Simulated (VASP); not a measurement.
Set up this calculation in VASP 6.6.1, as the native input.

* Task: single point
* Functional: PBEsol
* Potentials or basis: VASP PAW PBE potentials, release 64 (Sc_sv)
* Cutoff: 520 eV
* k mesh: 18 × 18 × 10
* Occupations: gaussian, width 0.15 eV
* Spin: no spin polarisation
* Dipole correction: no
* Further INCAR settings: ALGO = Fast; EDIFF = 1e-07; NBANDS = 18

The structure of Sc lies in POSCAR:

```
Sc
1.0
    3.2095339604      0.0000000000      0.0000000000
   -1.6047669802      2.7795379440      0.0000000000
    0.0000000000      0.0000000000      5.1889800000
Sc
2
Direct
    0.3333333333      0.6666666667      0.2500000000
    0.6666666667      0.3333333333      0.7500000000
```

This cell differs from its parent crystal: strain -0.030 along x and y, -0.015 along z.

The input as run:

INCAR

```
SYSTEM = Sc
PREC = Accurate ; ENCUT = 520
EDIFF = 1E-7 ; ISMEAR = 0
SIGMA = 0.15 ; LREAL = .False.
LASPH = .True. ; NELM = 80
ALGO = Fast ; ISIF = 2
LWAVE = .False. ; LCHARG = .True.
GGA = PS ; LELF = .True.
LVHAR = .True. ; NBANDS = 18
```

KPOINTS

```
Automatic mesh
0
Gamma
  18 18 10
  0 0 0
```

Potentials or basis: VASP PAW PBE potentials, release 64 (Sc_sv).

Run with:

```console
$ cat potpaw_PBE.64/Sc_sv/POTCAR > POTCAR
$ mpirun -np 1 vasp_std > vasp.out
```

Results of the run:

```json
{
 "Pressure": "1.4 GPa",
 "Band gap on the k mesh": "zero (bands 11 and 12 overlap by 1.42 eV)"
}
```

Caveat: the cell differs from its parent crystal (strain -0.030 along x and y, -0.015 along z); the PAW data sets were made with another functional, which shifts forces and pressure a little.

Wall time 2 min on 1 thread of AMD EPYC 9R45 96-Core Processor (Zen 5), with other jobs on the host, peak memory 0.24 GiB.
